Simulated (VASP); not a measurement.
Wanted: the native input for a VASP 6.6.1 run.

| Item | Value |
| --- | --- |
| Task | single point |
| Functional | r2SCAN |
| Potentials or basis | VASP PAW PBE potentials, release 64 (K_sv, Se, Sc_sv) |
| Cutoff | 520 eV |
| k mesh | 6 × 6 × 2 |
| Occupations | gaussian, width 0.01 eV |
| Spin | no spin polarisation |
| Dipole correction | no |
| Further INCAR settings | ALGO = Normal; EDIFF = 1e-06; NBANDS = 42 |

The system is KScSe2.

```
K Se Sc
1.0
     4.09259    0.00000    0.00000
     0.00000    4.09259    0.00000
     0.00000    0.00000   11.93960
K Se Sc
2 4 2
Direct
  0.50000 0.00000 0.88911
  0.00000 0.50000 0.11089
  0.50000 0.00000 0.17476
  0.00000 0.50000 0.39783
  0.50000 0.00000 0.60217
  0.00000 0.50000 0.82524
  0.50000 0.00000 0.37468
  0.00000 0.50000 0.62532
```

One way to write it, as run:

POSCAR

```
KScSe2
1.0
    4.0925896746      0.0000000000      0.0000000000
    0.0000000000      4.0925896746      0.0000000000
    0.0000000000      0.0000000000     11.9396036836
K Se Sc
2 4 2
Direct
    0.5000000000      0.0000000000      0.8891082168
    0.0000000000      0.5000000000      0.1108917832
    0.5000000000      0.0000000000      0.1747567390
    0.0000000000      0.5000000000      0.3978283753
    0.5000000000      0.0000000000      0.6021716247
    0.0000000000      0.5000000000      0.8252432610
    0.5000000000      0.0000000000      0.3746775327
    0.0000000000      0.5000000000      0.6253224673
```

INCAR.step1

```
SYSTEM = KScSe2
PREC = Accurate
ENCUT = 520
ISMEAR = 0
SIGMA = 0.01
LREAL = .False.
LASPH = .True.
NELM = 80
NBANDS = 42
GGA = PE
ALGO = Normal
EDIFF = 1E-4
LWAVE = .True.
LCHARG = .False.
```

INCAR.step2

```
SYSTEM = KScSe2
PREC = Accurate
ENCUT = 520
EDIFF = 1E-6
ISMEAR = 0
SIGMA = 0.01
LREAL = .False.
LASPH = .True.
NELM = 80
ALGO = Normal
ISIF = 2
LWAVE = .False.
LCHARG = .False.
METAGGA = R2SCAN
LMIXTAU = .True.
NBANDS = 42
ISTART = 1
```

KPOINTS

```
regular mesh
0
Gamma
  6 6 2
  0 0 0
```

Potentials or basis: VASP PAW PBE potentials, release 64 (K_sv, Se, Sc_sv).

Run with:

```bash
$ cat potpaw_PBE.64/K_sv/POTCAR potpaw_PBE.64/Se/POTCAR potpaw_PBE.64/Sc_sv/POTCAR > POTCAR
$ cp INCAR.step1 INCAR
$ mpirun -np 1 vasp_std > vasp.out
$ cp INCAR.step2 INCAR
$ mpirun -np 1 vasp_std > vasp.out
```

Results of the run:

```
Pressure               : 3.7 GPa
Largest force          : 0.522 eV/Å
Band gap on the k mesh : 0.56 eV
```

Caveat: the cell stands under pressure; the PAW data sets were made with another functional, which shifts forces and pressure a little.

It took 5.7 min on 1 thread of Intel(R) Xeon(R) 6975P-C (Granite Rapids) (shared host), peak memory 0.39 GiB.
